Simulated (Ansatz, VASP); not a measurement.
Two plane-wave programs on FePt

```
Fe Pt
1.0
     2.72882    0.00000    0.00000
     0.00000    2.72882    0.00000
     0.00000    0.00000    3.76638
Fe Pt
1 1
Direct
  0.50000 0.50000 0.50000
  0.00000 0.00000 0.00000
```

Alike in both runs: functional PBE; k mesh 16 × 16 × 12; occupations gaussian, width 0.1 eV; collinear spin.

Ansatz relaxed the structure, and its values are those at the end. VASP's run is a single point on that final structure, the one shown.

|  | VASP | Ansatz |
| --- | --- | --- |
| version | VASP 6.6.1 | Ansatz 0.2.0 |
| potentials or method | VASP PAW PBE potentials, release 64 (Fe, Pt), cutoff 520 eV | scalar-relativistic, plane waves, PAW |
| valence electrons in the cell | 18 | 34 |

Ansatz gave:

* gap on the k mesh at the Fermi level (eV): none
* pressure (GPa): 0.0
* net moment per atom (μB): 1.65
* size of the moment on the site where the two differ most (μB): 0.38

Q: What did VASP give for the same quantities?

A: gap on the k mesh at the Fermi level (eV): none; pressure (GPa): -0.4; net moment per atom (μB): 1.64; size of the moment on the site where the two differ most (μB): 0.32.

Site moments also hang on the region over which each program counts them. A gap of «none» marks a metal or a gap that the smearing closes. VASP's potentials hold 18 valence electrons a cell and Ansatz's 34, so a difference there can come from the potentials and not from the codes.

Spin-orbit coupling is off throughout.
